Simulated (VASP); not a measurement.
Set up this calculation in VASP 6.6.1, as the native input.

```yaml
Task: relaxation of cell and atoms
Functional: PBE
Potentials_or_basis: VASP PAW PBE potentials, release 64 (Hf_pv, N)
Cutoff: 600 eV
k_mesh: 16 × 16 × 16
Occupations: fermi-dirac, width 0.15 eV
Spin: no spin polarisation
Target_pressure: 1 GPa
Dipole_correction: no
Further_INCAR_settings: ALGO = Normal; EDIFF = 1e-06; IBRION = 2; EDIFFG = -0.001; NSW = 80; ISIF = 3
```

The structure of HfN lies in POSCAR:

```
HfN
1.0
    0.0000000000      2.2743602394      2.2743602394
    2.2743602394      0.0000000000      2.2743602394
    2.2743602394      2.2743602394      0.0000000000
Hf N
1 1
Direct
    0.0000000000      0.0000000000      0.0000000000
    0.5000000000      0.5000000000      0.5000000000
```

The input as run:

INCAR

```
ALGO = Normal ; EDIFF = 1E-6
EDIFFG = -0.001 ; ENCUT = 600
GGA = PE ; IBRION = 2
ISIF = 3 ; ISMEAR = -1
LASPH = True ; LCHARG = False
LREAL = False ; LWAVE = False
NELM = 80 ; NSW = 80
PREC = Accurate ; PSTRESS = 10.0
SIGMA = 0.15
```

KPOINTS

```
k-points
0
Gamma
  16 16 16
```

Potentials or basis: VASP PAW PBE potentials, release 64 (Hf_pv, N).

The run is started by

```sh
$ cat potpaw_PBE.64/Hf_pv/POTCAR potpaw_PBE.64/N/POTCAR > POTCAR
$ mpirun -np 1 vasp_std > vasp.out
```

It gave:

The relaxed volume is 11.61 Å³/atom, the relaxed cell is a = 3.203 Å, b = 3.203 Å, c = 3.203 Å, α = 60.00°, β = 60.00°, γ = 60.00° and the space group after relaxing (to 0.05 Å) is Fm-3m (No. 225). The energy change on relaxing (the enthalpy is what falls) is -0.7 meV/atom, the ionic steps are 6 and the pressure after relaxing is 1.0 GPa.

Caveat: the cell is relaxed towards a set pressure, so the enthalpy falls and the energy may rise.

It took 98 s on 1 thread of Intel(R) Xeon(R) Platinum 8559C (Emerald Rapids), on a shared host, peak memory 0.21 GiB.
